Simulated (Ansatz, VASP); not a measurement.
**Br in VASP and in Ansatz**

```
Br
1.0
     3.36325   -2.32255    0.00000
     3.36325    2.32255    0.00000
     0.00000    0.00000    8.70230
Br
4
Direct
  0.36510 0.63490 0.39010
  0.13490 0.86510 0.89010
  0.63490 0.36510 0.60990
  0.86510 0.13490 0.10990
```

Alike in both runs: task single point; functional PBE-based global hybrid with a share of 0.1 of exact exchange; k mesh 4 × 4 × 2; occupations fermi-dirac, width 0.05 eV; no spin polarisation.

```csv
,VASP,Ansatz
version,VASP 6.6.1,Ansatz 0.2.0
potentials or method,"VASP PAW PBE potentials, release 64 (Br)",Ansatz PAW
plane-wave cutoff (eV),520,420
valence electrons in the cell,28,28
```

```tsv
	VASP	Ansatz	Ansatz less VASP
gap on the k mesh at the Fermi level (eV)	2.65	2.64	-0.009
least direct gap on the mesh (eV)	2.73	2.73	-0.007
pressure (GPa)	1.4	1.4	+0.03
traceless stress, the component that is largest in VASP (GPa)	0.68	0.68	+0.003
rms of the force components (eV/Å)	0.324	0.322	-0.0021
```

VASP's potentials were made for PBE, not for PBE-based global hybrid. Atom by atom the forces differ by 0.002 eV/Å (rms over components).
